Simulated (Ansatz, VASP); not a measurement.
Two plane-wave programs on Rh

INCAR

```
SYSTEM = Rh
PREC     = Accurate       ! precision mode
ENCUT    = 520            ! plane-wave cutoff, eV
EDIFF    = 1E-8           ! SCF threshold, eV
ISMEAR   = -1             ! smearing method
SIGMA    = 0.08           ! smearing width, eV
LREAL    = .False.        ! projectors in reciprocal space
LASPH    = .True.         ! aspherical terms in the spheres
NELM     = 80             ! most SCF steps
ALGO     = Normal         ! electronic algorithm
ISIF     = 2              ! what is computed and relaxed
LWAVE    = .False.        ! write WAVECAR
LCHARG   = .False.        ! write CHGCAR
GGA      = PE             ! functional
LEFG     = .True.       
NBANDS   = 14             ! bands
```

KPOINTS

```
regular mesh
0
Gamma
  16 16 16
  0 0 0
```

POSCAR

```
Rh
1.0
    0.0380310000      1.9205655000      1.9205655000
    1.9205655000      0.0380310000      1.9205655000
    1.9205655000      1.9205655000      0.0380310000
Rh
1
Direct
    0.0000000000      0.0000000000      0.0000000000
```

Input for Ansatz:

```yaml
crystal:
  lattice:
    - [0.038031, 1.9205655, 1.9205655]
    - [1.9205655, 0.038031, 1.9205655]
    - [1.9205655, 1.9205655, 0.038031]
  atoms:
    - { symbol: Rh, position: [0.0, 0.0, 0.0] }
kpoints:
  mp_grid: { grid: [16, 16, 16] }
scf:
  occupations: { method: fermi_dirac, width: 0.08 }
hamiltonian:
  xc: pbe
  pseudopotentials: { kind: paw }
output:
  forces: true
  stress: true
  eigenvalues: true
  efg: { contact_densities: true }
  write_density: true
  write_potential: true
  elf: true
  volumetric_format: npy
```

Change from the starting cell: equal xy, yz and zx shear strains of +2 %, PAW files.

Alike in both runs: task electric field gradients; functional PBE; k mesh 16 × 16 × 16; occupations fermi-dirac, width 0.08 eV; no spin polarisation.

|  | VASP | Ansatz |
| --- | --- | --- |
| version | VASP 6.6.1 | Ansatz 0.2.0 |
| potentials or method | VASP PAW PBE potentials, release 64 (Rh_pv) | PAW with Ansatz's default frozen-core files, scalar-relativistic |
| plane-wave cutoff (eV) | 520 | 420 |
| valence electrons in the cell | 15 | 17 |

VASP gave:

| Quantity | Value |
| --- | --- |
| pressure (GPa) | 6.5 |
| traceless stress, the component that is largest in VASP (GPa) | -3.95 |
| size of Vzz on the site where it differs most (V/Å²) | 2.5 |

Task: Estimate Ansatz's values.

Result: Pressure (GPa): 6.4; traceless stress, the component that is largest in VASP (GPa): -3.95; size of Vzz on the site where it differs most (V/Å²): 0.8.

With one functional, cell and mesh, what is left measures potentials, basis and numerics. VASP's potentials hold 15 valence electrons a cell and Ansatz's 17, so a difference there can come from the potentials and not from the codes.
